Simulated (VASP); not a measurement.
Set up this calculation in VASP 6.6.1, as the native input.

```yaml
Task: single point
Functional: LDA
Potentials_or_basis: VASP PAW LDA potentials, release 64 (In_d, Se)
Cutoff: 520 eV
k_mesh: 8 × 8 × 8
Occupations: fermi-dirac, width 0.05 eV
Spin: no spin polarisation
Dipole_correction: no
Further_INCAR_settings: ALGO = Normal; EDIFF = 1e-06; NBANDS = 27
```

The structure of InSe lies in POSCAR:

```
InSe
1.0
    1.9591722174      1.1311286071      8.2677067576
   -1.9591722174      1.1311286071      8.2677067576
    0.0000000000     -2.2622572143      8.2677067576
In Se
2 2
Direct
    0.8886000000      0.8886000000      0.8886000000
    0.0000000000      0.0000000000      0.0000000000
    0.1719000000      0.1719000000      0.1719000000
    0.3835000000      0.3835000000      0.3835000000
```

These files were run (other wordings do the same):

INCAR

```
SYSTEM = InSe
PREC = Accurate
ENCUT = 520
EDIFF = 1E-6
ISMEAR = -1
SIGMA = 0.05
LREAL = .FALSE.
LASPH = .TRUE.
NELM = 80
ALGO = Normal
ISIF = 2
LWAVE = .FALSE.
LCHARG = .TRUE.
LELF = .TRUE.
LVHAR = .TRUE.
NBANDS = 27
```

KPOINTS

```
regular mesh
0
G
  8 8 8
  0 0 0
```

Potentials or basis: VASP PAW LDA potentials, release 64 (In_d, Se).

Launch:

```sh
$ cat potpaw_LDA.64/In_d/POTCAR potpaw_LDA.64/Se/POTCAR > POTCAR
$ mpirun -np 1 vasp_std > vasp.out
```

Results of the run:

```yaml
Pressure: 2.1 GPa
Largest_force: 0.524 eV/Å
Band_gap_on_the_k_mesh: 0.40 eV
```

Caveat: semilocal functionals underestimate gaps, and a narrow one can read as zero; spin-orbit coupling is left out, which moves the levels of the heavy elements.

It took 8.3 min on 1 thread of Intel(R) Xeon(R) 6975P-C (Granite Rapids), with other jobs on the host, peak memory 0.5 GiB.
